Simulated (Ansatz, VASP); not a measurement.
Two plane-wave programs on NaF

The input INCAR:

```
SYSTEM = NaF
  PREC = Accurate
  ENCUT = 600
  EDIFF = 1E-6
  ISMEAR = 0
  SIGMA = 0.1
  LREAL = .False.
  LASPH = .True.
  NELM = 120
  ALGO = Normal
  ISIF = 2
  LWAVE = .False.
  LCHARG = .False.
  GGA = PE
  NBANDS = 14
  GGA_COMPAT = .False.
```

KPOINTS

```
Automatic mesh
0
Gamma
  6 6 6
  0 0 0
```

The input POSCAR:

```
NaF
1.0
    0.0000000000      2.3150000000      2.3150000000
    2.3150000000      0.0000000000      2.3150000000
    2.3150000000      2.3150000000      0.0000000000
Na F
1 1
Direct
    0.0000000000      0.0000000000      0.0000000000
    0.5000000000      0.5000000000      0.5000000000
```

Input for Ansatz:

```yaml
crystal:
  lattice:
    - [0.0, 2.315, 2.315]
    - [2.315, 0.0, 2.315]
    - [2.315, 2.315, 0.0]
  atoms:
    - { symbol: Na, position: [0.0, 0.0, 0.0] }
    - { symbol: F, position: [0.5, 0.5, 0.5] }
basis:
  ecutwfc: 420
kpoints:
  mp_grid: { grid: [6, 6, 6] }
hamiltonian:
  xc: pbe
  pseudopotentials: { kind: paw, azcp: { folder: soft_1 } }
scf:
  occupations: { method: gaussian, width: 0.1 }
output:
  forces: true
  stress: true
  eigenvalues: true
```

Alike in both runs: task single point; functional PBE; k mesh 6 × 6 × 6; occupations gaussian, width 0.1 eV; no spin polarisation.

|  | VASP | Ansatz |
| --- | --- | --- |
| version | VASP 6.6.1 | Ansatz 0.2.0 |
| potentials or method | VASP PAW PBE potentials, release 64 (Na_pv, F), cutoff 600 eV | scalar-relativistic, plane waves, PAW |
| valence electrons in the cell | 14 | 16 |

Ansatz gave:

* gap on the k mesh at the Fermi level (eV): 6.33
* least direct gap on the mesh (eV): 6.33
* pressure (GPa): 2.3

Q: Which values does VASP return?

A: gap on the k mesh at the Fermi level (eV): 6.32; least direct gap on the mesh (eV): 6.32; pressure (GPa): 2.0.

VASP's potentials hold 14 valence electrons a cell and Ansatz's 16, so a difference there can come from the potentials and not from the codes.
